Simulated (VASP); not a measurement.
Wanted: the native input for a VASP 6.6.1 run.

| Item | Value |
| --- | --- |
| Task | relaxation of cell and atoms |
| Functional | r2SCAN |
| Potentials or basis | VASP PAW PBE potentials, release 64 (Cu) |
| Cutoff | 600 eV |
| k mesh | 24 × 24 × 24 |
| Occupations | gaussian, width 0.1 eV |
| Spin | no spin polarisation |
| Dipole correction | no |
| Further INCAR settings | ALGO = Normal; EDIFF = 1e-06; IBRION = 2; EDIFFG = -0.01; NSW = 100; ISIF = 3 |

Cu:

```
Cu
1.0
     2.37015    0.00000    0.00000
     0.00000    2.37015    0.00000
     0.00000    0.00000    2.37015
Cu
1
Direct
  0.00000 0.00000 0.00000
```

This isn't the form of Cu at room conditions, which is fcc.

These files were run (other wordings do the same):

POSCAR

```
Cu
1.0
    2.3701535177      0.0000000000      0.0000000000
    0.0000000000      2.3701535177      0.0000000000
    0.0000000000      0.0000000000      2.3701535177
Cu
1
Direct
    0.0000000000      0.0000000000      0.0000000000
```

INCAR.step1

```
ALGO = Normal
EDIFF = 1E-4
ENCUT = 600
GGA = PE
ISMEAR = 0
LASPH = T
LCHARG = F
LREAL = F
LWAVE = T
NELM = 60
PREC = Accurate
SIGMA = 0.1
```

INCAR.step2

```
ALGO = Normal
EDIFF = 1E-6
EDIFFG = -0.01
ENCUT = 600
IBRION = 2
ISIF = 3
ISMEAR = 0
ISTART = 1
LASPH = T
LCHARG = F
LMIXTAU = T
LREAL = F
LWAVE = F
METAGGA = R2SCAN
NELM = 60
NSW = 100
PREC = Accurate
SIGMA = 0.1
```

KPOINTS

```
k-points
0
Gamma
  24 24 24
```

Potentials or basis: VASP PAW PBE potentials, release 64 (Cu).

Run with:

```console
$ cat potpaw_PBE.64/Cu/POTCAR > POTCAR
$ cp INCAR.step1 INCAR
$ mpirun -np 1 vasp_std > vasp.out
$ cp INCAR.step2 INCAR
$ mpirun -np 1 vasp_std > vasp.out
```

It gave:

The relaxed volume is 13.35 Å³/atom. The relaxed cell is a = 2.372 Å, b = 2.372 Å, c = 2.372 Å, α = 90.00°, β = 90.00°, γ = 90.00°. The space group after relaxing (to 0.1 Å) is Pm-3m (No. 221), the energy gained by relaxing is 0.1 meV/atom and the ionic steps are 4. The pressure after relaxing is -0.1 GPa and the band gap on the k mesh is zero (an odd number of electrons rules out a gap without spin polarisation).

Caveat: the PAW data sets were made with another functional, which shifts forces and pressure a little.

Run time: 7.3 min on 1 thread of Intel(R) Xeon(R) Platinum 8259CL CPU @ 2.50GHz (Skylake/Cascade Lake), with other jobs on the host, peak memory 0.2 GiB.
